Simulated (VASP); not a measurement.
**PbS: electric field gradients with HSE06**

PbS:

```
CELL_PARAMETERS angstrom
0.00000 2.96575 2.96575
2.96575 0.00000 2.96575
2.96575 2.96575 0.00000
ATOMIC_POSITIONS crystal
Pb 0.00000 0.00000 0.00000
S 0.50000 0.50000 0.50000
```

```
Program                            : VASP 6.6.1
Task                               : electric field gradients
Functional                         : HSE06
Potentials or basis                : VASP PAW PBE potentials, release 64 (Pb_d, S)
Cutoff                             : 400 eV
k mesh                             : 5 × 5 × 5
Occupations                        : fermi-dirac, width 0.1 eV
Spin                               : no spin polarisation
Dipole correction                  : no
Grid for exact exchange (PRECFOCK) : Normal
Further INCAR settings             : ALGO = Normal; EDIFF = 1e-08; NBANDS = 17
Share of exact exchange            : 0.25
Screening parameter                : 0.2079 1/Å
```

```yaml
Pressure: 0.9 GPa
Largest_electric_field_gradient_by_atom: under 0.05 V/Å² on every atom
```

Levels at points of the mesh, in eV from the Fermi level:
| k point | band 7 | band 8 | band 9 | band 10 | band 11 | band 12 | band 13 | band 14 |
| --- | --- | --- | --- | --- | --- | --- | --- | --- |
| (0.00, 0.00, 0.00) | -6.89 | -3.03 | -3.03 | -3.03 | 5.57 | 5.57 | 5.57 | 6.95 |

Run time: 42 min on 1 thread of AMD EPYC 7R43 64-Core Processor (Zen 3), with other jobs on the host, peak memory 0.23 GiB.

Caveat: this odd mesh misses L, so gap, dielectric constants and Born charges aren't listed; the PAW data sets were made with another functional, which shifts forces and pressure a little; spin-orbit coupling is left out, which moves the levels of the heavy elements.
